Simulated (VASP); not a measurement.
# Be3B2C (P6/mmm) in VASP: single point with PBE

Aim: the single point of Be3B2C with PBE.

All numbers are computed with VASP 6.6.1; they aren't measurements. Logs are shortened: lines on timing, memory, paths and dates and some standing lists are left out, and cuts for length are marked.

**1. The cell of the first run**

It takes space group P6/mmm (No. 191, hexagonal). The conventional cell has a = 3.061 Å, b = 3.061 Å, c = 5.121 Å, α = 90.00°, β = 90.00°, γ = 120.00°. Be (site symmetry mmm) has 4 Be at 1.53 Å and 4 B at 1.77 Å within 2.0 Å. Within 2.2 Å of B (site symmetry 6mm) lie 1 C at 1.67 Å and 6 Be at 1.77 Å and 1 B at 1.78 Å. C (site symmetry 6/mmm) has 2 B at 1.67 Å within 2.2 Å.

**2. Single point, PBE**

INCAR reads:

```
SYSTEM = Be3B2C
ALGO = Normal ; EDIFF = 1E-6
ENCUT = 520 ; GGA = PE
ISIF = 2 ; ISMEAR = 0
LASPH = .TRUE. ; LCHARG = .FALSE.
LREAL = .FALSE. ; LWAVE = .FALSE.
NBANDS = 17 ; NELM = 80
PREC = Accurate ; SIGMA = 0.1
```

KPOINTS reads:

```
k-points
0
G
  6 6 4
  0 0 0
```

POSCAR reads:

```
Be3B2C
1.0
    3.0614053900      0.0000000000      0.0000000000
   -1.5307027000      2.6512548400      0.0000000000
    0.0000000000      0.0000000000      5.1207652400
Be B C
3 2 1
Direct
    0.5000000000      0.0000000000      0.0000000000
    0.0000000000      0.5000000000      0.0000000000
    0.5000000000      0.5000000000      0.0000000000
    0.0000000000      0.0000000000      0.8257851700
    0.0000000000      0.0000000000      0.1742148300
    0.0000000000      0.0000000000      0.5000000000
```

Potentials or basis: VASP PAW PBE potentials, release 64 (Be, B, C).

Started as:

```sh
$ cat potpaw_PBE.64/Be/POTCAR potpaw_PBE.64/B/POTCAR potpaw_PBE.64/C/POTCAR > POTCAR
$ mpirun -np 1 vasp_std > vasp.out
```

OUTCAR:

```text
SYSTEM = Be3B2C
   EDIFF = 1E-6
   ENCUT = 520
   GGA = PE
   ISIF = 2
   ISMEAR = 0
   LASPH = .TRUE.
   LREAL = .FALSE.
   NELM = 80
   PREC = Accurate

 ion  position               nearest neighbor table
   1  0.500  0.000  0.000-   2 1.53   2 1.53   3 1.53   3 1.53   4 1.77   4 1.77   5 1.77   5 1.77

   2  0.000  0.500  0.000-   1 1.53   1 1.53   3 1.53   3 1.53   4 1.77   5 1.77   4 1.77   5 1.77

   3  0.500  0.500  0.000-   2 1.53   2 1.53   1 1.53   1 1.53   4 1.77   5 1.77   4 1.77   5 1.77

   4  0.000  0.000  0.826-   6 1.67   3 1.77   3 1.77   1 1.77   1 1.77   2 1.77   2 1.77   5 1.78

   5  0.000  0.000  0.174-   6 1.67   3 1.77   3 1.77   1 1.77   1 1.77   2 1.77   2 1.77   4 1.78

   6  0.000  0.000  0.500-   4 1.67   5 1.67

  LATTYP: Found a hexagonal cell.
 ALAT       =     3.0614053900
 C/A-ratio  =     1.6726844660

  Lattice vectors:

 A1 = (   3.0614053900,   0.0000000000,   0.0000000000)
 A2 = (  -1.5307027000,   2.6512548400,   0.0000000000)
 A3 = (   0.0000000000,   0.0000000000,   5.1207652400)

Analysis of symmetry for initial positions (statically):
=====================================================================
 Subroutine PRICEL returns:
 Original cell was already a primitive cell.

 Routine SETGRP: Setting up the symmetry group for a
 hexagonal supercell.

 Subroutine GETGRP returns: Found 24 space group operations
 (whereof 24 operations were pure point group operations)
 out of a pool of 24 trial point group operations.

The static configuration has the point symmetry D_6h.

Analysis of symmetry for dynamics (positions and initial velocities):
=====================================================================
 Subroutine PRICEL returns:
 Original cell was already a primitive cell.

 Routine SETGRP: Setting up the symmetry group for a
 hexagonal supercell.

 Subroutine GETGRP returns: Found 24 space group operations
 (whereof 24 operations were pure point group operations)
 out of a pool of 24 trial point group operations.

The dynamic configuration has the point symmetry D_6h.

 Subroutine INISYM returns: Found 24 space group operations
 (whereof 24 operations are pure point group operations),
 and found     1 'primitive' translations

----------------------------------------------------------------------------------------

                                     Primitive cell

  volume of cell :      41.5630

  direct lattice vectors                    reciprocal lattice vectors
     3.061405390  0.000000000  0.000000000     0.326647364  0.188589944  0.000000000
    -1.530702700  2.651254840  0.000000000     0.000000000  0.377179887  0.000000000
     0.000000000  0.000000000  5.120765240     0.000000000  0.000000000  0.195283313

  length of vectors
     3.061405390  3.061405393  5.120765240     0.377179887  0.377179887  0.195283313

  position of ions in fractional coordinates (direct lattice)
     0.500000000  0.000000000  0.000000000
     0.000000000  0.500000000  0.000000000
     0.500000000  0.500000000  0.000000000
     0.000000000  0.000000000  0.825785170
     0.000000000  0.000000000  0.174214830
     0.000000000  0.000000000  0.500000000

  ion indices of the primitive-cell ions
   primitive index   ion index
                 1           1
                 2           2
                 3           3
                 4           4
                 5           5
                 6           6

----------------------------------------------------------------------------------------

 KPOINTS: k-points

Automatic generation of k-mesh.
 Grid dimensions read from file:
 generate k-points for:    6    6    4

 Generating k-lattice:

  Cartesian coordinates                     Fractional coordinates (reciprocal lattice)
     0.054441227  0.031431657  0.000000000     0.166666667  0.000000000  0.000000000
     0.000000000  0.062863314  0.000000000     0.000000000  0.166666667  0.000000000
     0.000000000  0.000000000  0.048820828     0.000000000  0.000000000  0.250000000

  Length of vectors
     0.062863315  0.062863314  0.048820828

  Shift w.r.t. Gamma in fractional coordinates (k-lattice)
     0.000000000  0.000000000  0.000000000

 Subroutine IBZKPT returns following result:
 ===========================================

 Found     21 irreducible k-points:

 Following reciprocal coordinates:
            Coordinates               Weight
  0.000000  0.000000  0.000000      1.000000
  0.166667  0.000000  0.000000      6.000000
  0.333333  0.000000  0.000000      6.000000
  0.500000  0.000000  0.000000      3.000000
  0.166667  0.166667  0.000000      6.000000
  0.333333  0.166667  0.000000     12.000000
[... 13 lines left out ...]
  0.333333  0.166667  0.500000     12.000000
  0.333333  0.333333  0.500000      2.000000
   k-points           NKPTS =     21   k-points in BZ     NKDIM =     21   number of bands    NBANDS=     17
   number of dos      NEDOS =    301   number of ions     NIONS =      6
   total plane-waves  NPLWV =  23040
   dimension x,y,z NGX =    24 NGY =   24 NGZ =   40
   dimension x,y,z NGXF=    48 NGYF=   48 NGZF=   80
   ions per type =               3   2   1
   NGX,Y,Z   is equivalent  to a cutoff of  13.03, 13.03, 12.99 a.u.
   NGXF,Y,Z  is equivalent  to a cutoff of  26.07, 26.07, 25.97 a.u.
 SYSTEM =  Be3B2C
   PREC   = accura    normal or accurate (medium, high low for compatibility)
   ISTART =      0    job   : 0-new  1-cont  2-samecut
   ICHARG =      2    charge: 1-file 2-atom 10-const
   ISPIN  =      1    spin polarized calculation?
   LNONCOLLINEAR =      F non collinear calculations
   LSORBIT =      F    spin-orbit coupling
   LASPH  =      T    aspherical Exc in radial PAW
   ENCUT  =  520.0 eV  38.22 Ry    6.18 a.u.   5.69  5.69  9.52*2*pi/ulx,y,z
   NELM   =     80;   NELMIN=  2; NELMDL= -5     # of ELM steps
   EDIFF  = 0.1E-05   stopping-criterion for ELM
   LREAL  =      F    real-space projection
   EDIFFG = 0.1E-04   stopping-criterion for IOM
   NSW    =      0    number of steps for IOM
   IBRION =     -1    ionic relax: 0-MD 1-quasi-New 2-CG
   NFREE  =      0    steps in history (QN), initial steepest desc. (CG)
   ISIF   =      2    stress and relaxation
   ISYM   =      2    0-nonsym 1-usesym 2-fastsym
   POTIM  = 0.5000    time-step for ionic-motion
   TEBEG  =    0.0;   TEEND  =   0.0 temperature during run
   PSTRESS=    0.0 pullay stress
   NELECT =      16.0000    total number of electrons
   NUPDOWN=      -1.0000    fix difference up-down
   EMIN   =  10.00;   EMAX   =-10.00  energy-range for DOS
   EFERMI =   0.00;   METHOD = LEGACY
   ISMEAR =     0;   SIGMA  =   0.10  broadening in eV -4-tet -1-fermi 0-gaus
   EFERMI_NEDOS =   21; number of points for ismear=-14 and -15
   IALGO  =     38    algorithm
   IMIX   =      4    mixing-type and parameters
     AMIX     =   0.40;   BMIX     =  1.00
     AMIX_MAG =   1.60;   BMIX_MAG =  1.00
  volume/ion in A,a.u.               =       6.93        46.75
  Fermi-wavevector in a.u.,A,eV,Ry     =   1.190910  2.250494 19.296703  1.418268
  Thomas-Fermi vector in A             =   2.326984
   LORBIT       =      0    0 simple, 1 ext, 2 COOP (PROOUT), +10 PAW based schemes
   GGA     = PE    functional components
   LHFCALC =     F    Hartree Fock is set to
   AEXX    =    0.0000 exact exchange contribution
   IVDW    =     0    specifies the selected vdW correction
   LEPSILON=     F    determine dielectric tensor
   LRPA    =     F    only Hartree local field effects (RPA)
 non-spin polarized calculation
 Gauss-broadening in eV      SIGMA  =   0.10
  energy-cutoff  :      520.00
  volume of cell :       41.56
 maximum number of plane-waves:      1129
 NGX is ok and might be reduce to    24
   NGX = 11   NGY = 11   NGZ = 19

 number of electron      16.0000000 magnetization

 Free energy of the ion-electron system (eV)
  ---------------------------------------------------
  ext. energy  EPLUGINS =         0.00000000
  ---------------------------------------------------
  free energy    TOTEN  =       -18.97006943 eV

  energy without entropy =      -18.94921413  energy(sigma->0) =      -18.95964178

 E-fermi :   5.5209     XC(G=0): -11.0987

 val. band max:        5.4710710758   @ k =   0.1667   0.0000   0.5000
 cond. band min:       5.5448047360   @ k =   0.3333   0.1667   0.2500
 fundamental gap:      0.0737336602
 Fermi energy:         5.5209033598

 k-point     1 :       0.0000    0.0000    0.0000
  band No.  band energies     occupation
      1      -8.5122      2.00000
      2      -4.9745      2.00000
      3      -3.7918      2.00000
      4       1.4800      2.00000
      5       1.4800      2.00000
      6       3.3120      2.00000
[... 9 lines left out ...]
     16      17.5836      0.00000
     17      17.7945      0.00000

 k-point     2 :       0.1667    0.0000    0.0000
  band No.  band energies     occupation
      1      -8.2587      2.00000
      2      -4.8144      2.00000
      3      -3.3487      2.00000
      4       0.3552      2.00000
      5       1.5531      2.00000
      6       3.2794      2.00000
[... 9 lines left out ...]
     16      17.7772      0.00000
     17      17.9202      0.00000

 k-point     3 :       0.3333    0.0000    0.0000
  band No.  band energies     occupation
      1      -7.6479      2.00000
      2      -4.4041      2.00000
      3      -2.0959      2.00000
      4      -1.5417      2.00000
      5       1.6847      2.00000
      6       2.9275      2.00000
[... 332 lines left out ...]
 k-point    20 :       0.3333    0.1667    0.5000
  band No.  band energies     occupation
      1      -7.0665      2.00000
      2      -4.8971      2.00000
      3      -1.8038      2.00000
      4       0.2034      2.00000
      5       0.6712      2.00000
      6       0.8504      2.00000
[... 9 lines left out ...]
     16      18.9938      0.00000
     17      19.0542      0.00000

 k-point    21 :       0.3333    0.3333    0.5000
  band No.  band energies     occupation
      1      -6.9114      2.00000
      2      -4.5463      2.00000
      3      -1.2309      2.00000
      4      -1.2309      2.00000
      5       0.8085      2.00000
      6       1.6075      2.00000
[... 9 lines left out ...]
     16      18.9973      0.00000
     17      19.0298      0.00000

------------------------ aborting loop because EDIFF is reached ----------------------------------------

  FORCE on cell =-STRESS in cart. coord.  units (eV):
  Direction    XX          YY          ZZ          XY          YZ          ZX
  --------------------------------------------------------------------------------------
  -------------------------------------------------------------------------------------
  Total       36.5383569     36.5383569     -3.5466201     -0.0000001      0.0000000      0.0000000
  in kB     1408.4856037   1408.4856047   -136.7156007     -0.0000027      0.0000000      0.0000000
  external PRESSURE =     893.4185359 kB  Pullay stress =       0.0000000 kB

 VOLUME and BASIS-vectors are now :
 -----------------------------------------------------------------------------
  energy-cutoff  :      520.00
  volume of cell :       41.56
      direct lattice vectors                 reciprocal lattice vectors
     3.061405390  0.000000000  0.000000000     0.326647364  0.188589944  0.000000000
    -1.530702700  2.651254840  0.000000000     0.000000000  0.377179887  0.000000000
     0.000000000  0.000000000  5.120765240     0.000000000  0.000000000  0.195283313

 POSITION                                       TOTAL-FORCE (eV/Angst)
 -----------------------------------------------------------------------------------
      1.53070      0.00000      0.00000         0.000000      0.000000     -0.000000
     -0.76535      1.32563      0.00000         0.000000      0.000000     -0.000000
      0.76535      1.32563      0.00000         0.000000      0.000000     -0.000000
      0.00000      0.00000      4.22865         0.000000     -0.000000     -5.378575
      0.00000      0.00000      0.89211        -0.000000     -0.000000      5.378575
      0.00000      0.00000      2.56038         0.000000      0.000000     -0.000000
 -----------------------------------------------------------------------------------
    total drift:                                0.000000      0.000000     -0.000000

  FREE ENERGIE OF THE ION-ELECTRON SYSTEM (eV)
  ---------------------------------------------------
  free  energy   TOTEN  =       -18.9700694349 eV

  energy  without entropy=      -18.9492141276  energy(sigma->0) =      -18.95964178
```

It took 15 s on 1 thread of AMD EPYC 7R13 (Zen 3), shared host; peak memory 0.13 GiB.

What came out:

- Free energy: -18.9701 eV
- Pressure: 89.3 GPa
- Largest force: 5.379 eV/Å
- Band gap on the k mesh: zero (band 8 reaches 7.89 eV, above the bottom of band 9 at 5.04 eV)

Forces in eV/Å, atoms in the order of the input:
```
Be   0.000  0.000  0.000
Be   0.000  0.000  0.000
Be   0.000  0.000  0.000
B    0.000  0.000 -5.379
B    0.000  0.000  5.379
C    0.000  0.000  0.000
```

Caveat: the k points lie up to 0.39 Å⁻¹ apart; forces of over 1 eV/Å act on the atoms, so gaps and moduli don't describe the material at rest.
